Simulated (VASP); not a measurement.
# TlW2 (C15 type) (Fd-3m) in VASP: electric field gradients with r2SCAN

Aim: the electric field gradients of TlW2 (C15 type) with r2SCAN.

All numbers are computed with VASP 6.6.1; they aren't measurements. Logs are shortened: lines on timing, memory, paths and dates and some standing lists are left out, and cuts for length are marked.

## Step 1: The cell of the first run

The structure is cubic, space group Fd-3m (No. 227). The conventional cell has a = 7.674 Å, b = 7.674 Å, c = 7.674 Å, α = 90.00°, β = 90.00°, γ = 90.00°. Tl (site symmetry -43m) has 12 W at 3.18 Å and 4 Tl at 3.32 Å within 4.2 Å. Within 3.6 Å of W (site symmetry -3m) lie 6 W at 2.71 Å and 6 Tl at 3.18 Å.

## Step 2: Electric field gradients, r2SCAN

POSCAR

```
TlW2
1.0
    0.0000000000      3.8368669408      3.8368669408
    3.8368669408      0.0000000000      3.8368669408
    3.8368669408      3.8368669408      0.0000000000
Tl W
2 4
Direct
    0.1250000000      0.1250000000      0.1250000000
   -0.1250000000     -0.1250000000     -0.1250000000
    0.5000000000      0.5000000000      0.5000000000
    0.5000000000      0.5000000000      0.0000000000
    0.5000000000      0.0000000000      0.5000000000
    0.0000000000      0.5000000000      0.5000000000
```

INCAR.step1

```
SYSTEM = TlW2
  PREC = Accurate
  ENCUT = 520
  ISMEAR = -1
  SIGMA = 0.05
  LREAL = .False.
  LASPH = .True.
  NELM = 100
  NBANDS = 50
  GGA = PE
  ALGO = Normal
  EDIFF = 1E-4
  LWAVE = .True.
  LCHARG = .False.
```

INCAR.step2

```
SYSTEM = TlW2
  PREC = Accurate
  ENCUT = 520
  EDIFF = 1E-8
  ISMEAR = -1
  SIGMA = 0.05
  LREAL = .False.
  LASPH = .True.
  NELM = 100
  ALGO = Normal
  ISIF = 2
  LWAVE = .False.
  LCHARG = .False.
  METAGGA = R2SCAN
  LMIXTAU = .True.
  LEFG = .True.
  NBANDS = 50
  ISTART = 1
```

KPOINTS

```
regular mesh
0
Gamma
  7 7 7
  0 0 0
```

Potentials or basis: VASP PAW PBE potentials, release 64 (Tl_d, W_sv).

Command:

```console
cat potpaw_PBE.64/Tl_d/POTCAR potpaw_PBE.64/W_sv/POTCAR > POTCAR
cp INCAR.step1 INCAR
mpirun -np 1 vasp_std > vasp.out
cp INCAR.step2 INCAR
mpirun -np 1 vasp_std > vasp.out
```

OUTCAR:

```text
SYSTEM = TlW2
   PREC = Accurate
   ENCUT = 520
   EDIFF = 1E-8
   ISMEAR = -1
   LREAL = .False.
   LASPH = .True.
   NELM = 100
   ISIF = 2
   METAGGA = R2SCAN
   ISTART = 1

 ion  position               nearest neighbor table
   1  0.125  0.125  0.125-   4 3.18   5 3.18   6 3.18   3 3.18   5 3.18   6 3.18   3 3.18   4 3.18
                             6 3.18   3 3.18   4 3.18   5 3.18   2 3.32   2 3.32   2 3.32   2 3.32
   2  0.875  0.875  0.875-   3 3.18   4 3.18   5 3.18   3 3.18   4 3.18   6 3.18   3 3.18   5 3.18
                             6 3.18   4 3.18   5 3.18   6 3.18   1 3.32   1 3.32   1 3.32   1 3.32
   3  0.500  0.500  0.500-   4 2.71   5 2.71   6 2.71   4 2.71   5 2.71   6 2.71   2 3.18   1 3.18
                             2 3.18   1 3.18   2 3.18   1 3.18
   4  0.500  0.500  0.000-   3 2.71   3 2.71   5 2.71   6 2.71   5 2.71   6 2.71   1 3.18   2 3.18
                             2 3.18   1 3.18   2 3.18   1 3.18
   5  0.500  0.000  0.500-   3 2.71   4 2.71   3 2.71   4 2.71   6 2.71   6 2.71   1 3.18   1 3.18
                             2 3.18   1 3.18   2 3.18   2 3.18
   6  0.000  0.500  0.500-   3 2.71   4 2.71   5 2.71   3 2.71   4 2.71   5 2.71   1 3.18   2 3.18
                             1 3.18   2 3.18   1 3.18   2 3.18

  LATTYP: Found a face centered cubic cell.
 ALAT       =     7.6737338816

  Lattice vectors:

 A1 = (   0.0000000000,   3.8368669408,   3.8368669408)
 A2 = (   3.8368669408,   0.0000000000,   3.8368669408)
 A3 = (   3.8368669408,   3.8368669408,   0.0000000000)

Analysis of symmetry for initial positions (statically):
=====================================================================
 Subroutine PRICEL returns:
 Original cell was already a primitive cell.

 Routine SETGRP: Setting up the symmetry group for a
 face centered cubic supercell.

 Subroutine GETGRP returns: Found 48 space group operations
 (whereof 12 operations were pure point group operations)
 out of a pool of 48 trial point group operations.

The static configuration has the point symmetry D_3d.
 The point group associated with its full space group is O_h .

Analysis of symmetry for dynamics (positions and initial velocities):
=====================================================================
 Subroutine PRICEL returns:
 Original cell was already a primitive cell.

 Routine SETGRP: Setting up the symmetry group for a
 face centered cubic supercell.

 Subroutine GETGRP returns: Found 48 space group operations
 (whereof 12 operations were pure point group operations)
 out of a pool of 48 trial point group operations.

The dynamic configuration has the point symmetry D_3d.
 The point group associated with its full space group is O_h .

 Subroutine INISYM returns: Found 48 space group operations
 (whereof 12 operations are pure point group operations),
 and found     1 'primitive' translations

----------------------------------------------------------------------------------------

                                     Primitive cell

  volume of cell :     112.9692

  direct lattice vectors                    reciprocal lattice vectors
     0.000000000  3.836866941  3.836866941    -0.130314657  0.130314657  0.130314657
     3.836866941  0.000000000  3.836866941     0.130314657 -0.130314657  0.130314657
     3.836866941  3.836866941  0.000000000     0.130314657  0.130314657 -0.130314657

  length of vectors
     5.426149265  5.426149265  5.426149265     0.225711607  0.225711607  0.225711607

  position of ions in fractional coordinates (direct lattice)
     0.125000000  0.125000000  0.125000000
     0.875000000  0.875000000  0.875000000
     0.500000000  0.500000000  0.500000000
     0.500000000  0.500000000  0.000000000
     0.500000000  0.000000000  0.500000000
     0.000000000  0.500000000  0.500000000

  ion indices of the primitive-cell ions
   primitive index   ion index
                 1           1
                 2           2
                 3           3
                 4           4
[... 65 lines left out ...]
   LSORBIT =      F    spin-orbit coupling
   LASPH  =      T    aspherical Exc in radial PAW
   ENCUT  =  520.0 eV  38.22 Ry    6.18 a.u.  10.09 10.09 10.09*2*pi/ulx,y,z
   NELM   =    100;   NELMIN=  2; NELMDL=  0     # of ELM steps
   EDIFF  = 0.1E-07   stopping-criterion for ELM
   LREAL  =      F    real-space projection
   EDIFFG = 0.1E-06   stopping-criterion for IOM
   NSW    =      0    number of steps for IOM
   IBRION =     -1    ionic relax: 0-MD 1-quasi-New 2-CG
   NFREE  =      0    steps in history (QN), initial steepest desc. (CG)
   ISIF   =      2    stress and relaxation
   ISYM   =      2    0-nonsym 1-usesym 2-fastsym
   POTIM  = 0.5000    time-step for ionic-motion
   TEBEG  =    0.0;   TEEND  =   0.0 temperature during run
   PSTRESS=    0.0 pullay stress
   NELECT =      82.0000    total number of electrons
   NUPDOWN=      -1.0000    fix difference up-down
   EMIN   =  10.00;   EMAX   =-10.00  energy-range for DOS
   EFERMI =   0.00;   METHOD = LEGACY
   ISMEAR =    -1;   SIGMA  =   0.05  broadening in eV -4-tet -1-fermi 0-gaus
   EFERMI_NEDOS =   21; number of points for ismear=-14 and -15
   IALGO  =     38    algorithm
   IMIX   =      4    mixing-type and parameters
     AMIX     =   0.40;   BMIX     =  1.00
     AMIX_MAG =   1.60;   BMIX_MAG =  1.00
  volume/ion in A,a.u.               =      18.83       127.06
  Fermi-wavevector in a.u.,A,eV,Ry     =   1.471271  2.780299 29.451698  2.164639
  Thomas-Fermi vector in A             =   2.586427
   LORBIT       =      0    0 simple, 1 ext, 2 COOP (PROOUT), +10 PAW based schemes
   METAGGA = R2SCAN    functional components
   LHFCALC =     F    Hartree Fock is set to
   AEXX    =    0.0000 exact exchange contribution
   IVDW    =     0    specifies the selected vdW correction
   LEPSILON=     F    determine dielectric tensor
   LRPA    =     F    only Hartree local field effects (RPA)
 non-spin polarized calculation
  energy-cutoff  :      520.00
  volume of cell :      112.97
 maximum number of plane-waves:      3071
   NGX = 21   NGY = 21   NGZ = 21

 number of electron      81.9999994 magnetization

 Free energy of the ion-electron system (eV)
  ---------------------------------------------------
  ext. energy  EPLUGINS =         0.00000000
  ---------------------------------------------------
  free energy    TOTEN  =      -305.84082913 eV

  energy without entropy =     -305.81542756  energy(sigma->0) =     -305.82812834

 E-fermi :   9.8280     XC(G=0): -13.6453

 val. band max:        9.7613842451   @ k =  -0.4286   0.4286   0.1429
 cond. band min:       9.8407712829   @ k =  -0.4286   0.4286   0.0000
 fundamental gap:      0.0793870378
 Fermi energy:         9.8280290780

 k-point     1 :       0.0000    0.0000    0.0000
  band No.  band energies     occupation
      1     -66.1702      2.00000
      2     -66.0204      2.00000
      3     -66.0204      2.00000
      4     -66.0204      2.00000
      5     -30.6132      2.00000
      6     -30.0900      2.00000
[... 1049 lines left out ...]
     49      12.7192      0.00000
     50      13.0286      0.00000

------------------------ aborting loop because EDIFF is reached ----------------------------------------

  FORCE on cell =-STRESS in cart. coord.  units (eV):
  Direction    XX          YY          ZZ          XY          YZ          ZX
  --------------------------------------------------------------------------------------
  -------------------------------------------------------------------------------------
  Total        0.3890175      0.3890175      0.3890175      0.0000000     -0.0000000      0.0000000
  in kB        5.5172094      5.5172094      5.5172094      0.0000000     -0.0000000      0.0000000
  external PRESSURE =       5.5172094 kB  Pullay stress =       0.0000000 kB

 VOLUME and BASIS-vectors are now :
 -----------------------------------------------------------------------------
  energy-cutoff  :      520.00
  volume of cell :      112.97
      direct lattice vectors                 reciprocal lattice vectors
     0.000000000  3.836866941  3.836866941    -0.130314657  0.130314657  0.130314657
     3.836866941  0.000000000  3.836866941     0.130314657 -0.130314657  0.130314657
     3.836866941  3.836866941  0.000000000     0.130314657  0.130314657 -0.130314657

 POSITION                                       TOTAL-FORCE (eV/Angst)
 -----------------------------------------------------------------------------------
      0.95922      0.95922      0.95922        -0.000000     -0.000000     -0.000000
      6.71452      6.71452      6.71452        -0.000000      0.000000     -0.000000
      3.83687      3.83687      3.83687         0.000000      0.000000      0.000000
      1.91843      1.91843      3.83687         0.000000      0.000000      0.000000
      1.91843      3.83687      1.91843         0.000000      0.000000      0.000000
      3.83687      1.91843      1.91843         0.000000      0.000000      0.000000
 -----------------------------------------------------------------------------------
    total drift:                                0.000000      0.000000      0.000000

  FREE ENERGIE OF THE ION-ELECTRON SYSTEM (eV)
  ---------------------------------------------------
  free  energy   TOTEN  =      -305.8408291277 eV

  energy  without entropy=     -305.8154275555  energy(sigma->0) =     -305.82812834

 Electric field gradients (V/A^2)
---------------------------------------------------------------------
 ion       V_xx      V_yy      V_zz      V_xy      V_xz      V_yz
---------------------------------------------------------------------
   1       0.000     0.000    -0.000     0.001     0.001     0.001
   2      -0.000     0.000    -0.000     0.001     0.001     0.001
   3      -0.000    -0.000     0.000  -231.443  -231.443  -231.443
   4       0.000     0.000    -0.000  -231.443   231.442   231.442
   5       0.000    -0.000     0.000   231.442  -231.443   231.442
   6      -0.000     0.000     0.000   231.442   231.442  -231.443
---------------------------------------------------------------------

 Electric field gradients after diagonalization (V/A^2)
 (convention: |V_zz| > |V_xx| > |V_yy|)
----------------------------------------------------------------------
 ion       V_xx      V_yy      V_zz     asymmetry (V_yy - V_xx)/ V_zz
----------------------------------------------------------------------
   1      -0.001    -0.001     0.002       0.000
   2      -0.001    -0.001     0.002       0.000
   3     231.443   231.443  -462.886       0.000
   4     231.443   231.441  -462.884       0.000
   5     231.443   231.441  -462.884       0.000
   6     231.443   231.441  -462.884       0.000
----------------------------------------------------------------------

           NMR quadrupolar parameters

 Cq : quadrupolar parameter    Cq=e*Q*V_zz/h
 eta: asymmetry parameters     (V_yy - V_xx)/ V_zz
 Q  : nuclear electric quadrupole moment in mb (millibarn)
----------------------------------------------------------------------
 ion       Cq(MHz)       eta       Q (mb)
----------------------------------------------------------------------
   1       0.000       0.000       1.000
   2       0.000       0.000       1.000
   3      -1.119       0.000       1.000
   4      -1.119       0.000       1.000
   5      -1.119       0.000       1.000
   6      -1.119       0.000       1.000
----------------------------------------------------------------------
```

It took 4.3 min on 1 thread of Intel Xeon Platinum 8559C (Emerald Rapids), shared host; peak memory 0.3 GiB.

What came out:

```yaml
Free_energy: -305.8408 eV
Pressure: 0.6 GPa
Band_gap_on_the_k_mesh: zero (band 41 reaches 11.91 eV, above the bottom of band 42 at 9.62 eV)
```

Electric field gradients, principal values (V/Å²):
| atom | least | middle | greatest (by size) |
| --- | --- | --- | --- |
| 1 Tl | -0.001 | -0.001 | 0.002 |
| 2 Tl | -0.001 | -0.001 | 0.002 |
| 3 W | 231.443 | 231.443 | -462.886 |
| 4 W | 231.441 | 231.443 | -462.884 |
| 5 W | 231.441 | 231.443 | -462.884 |
| 6 W | 231.441 | 231.443 | -462.884 |

Caveat: without QUAD_EFG the Cq values of the log hold for a quadrupole moment of 1 mb, not for the nuclei; the PAW data sets were made with another functional, which shifts forces and pressure a little; spin-orbit coupling is left out, which moves the levels of the heavy elements.
